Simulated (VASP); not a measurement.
Here is a VASP 6.6.1 calculation.

Contents of POSCAR:

```
W
1.0
    2.9124258200     -0.0021825299     -0.1484214885
   -1.4581030364      2.5255085416      0.0000000000
    1.3412059386      0.7743456097      2.1239317152
W
1
Direct
    0.0000000000      0.0000000000      0.0000000000
```

The input INCAR.step1:

```
SYSTEM = W
  PREC = Accurate
  ENCUT = 520
  ISMEAR = 0
  SIGMA = 0.1
  LREAL = .FALSE.
  LASPH = .TRUE.
  NELM = 80
  ISYM = 0
  NBANDS = 13
  GGA = PE
  ALGO = Normal
  EDIFF = 1E-4
  LWAVE = .TRUE.
  LCHARG = .FALSE.
```

Contents of INCAR.step2:

```
SYSTEM = W
  PREC = Accurate
  ENCUT = 520
  EDIFF = 1E-6
  ISMEAR = 0
  SIGMA = 0.1
  LREAL = .FALSE.
  LASPH = .TRUE.
  NELM = 80
  ALGO = Normal
  ISIF = 2
  LWAVE = .FALSE.
  LCHARG = .TRUE.
  METAGGA = R2SCAN
  LMIXTAU = .TRUE.
  LELF = .TRUE.
  LVHAR = .TRUE.
  ISYM = 0
  NBANDS = 13
  ISTART = 1
```

Contents of KPOINTS:

```
regular mesh
0
G
  12 12 15
  0 0 0
```

Potentials or basis: VASP PAW PBE potentials, release 64 (W_sv).

Launch:

```console
$ cat potpaw_PBE.64/W_sv/POTCAR > POTCAR
$ cp INCAR.step1 INCAR
$ mpirun -np 1 vasp_std > vasp.out
$ cp INCAR.step2 INCAR
$ mpirun -np 1 vasp_std > vasp.out
```

Q: What does it give for the band gap on the k mesh?

A: Zero (bands 7 and 8 overlap by 3.95 eV).

Q: Predict the pressure.

A: 1.1 GPa.

Stress tensor (GPa, compression positive):
```
 2.76  3.04  0.02
 3.04 -0.75  0.01
 0.02  0.01  1.23
```

Caveat: the PAW data sets were made with another functional, which shifts forces and pressure a little; spin-orbit coupling is left out, which moves the levels of the heavy elements.
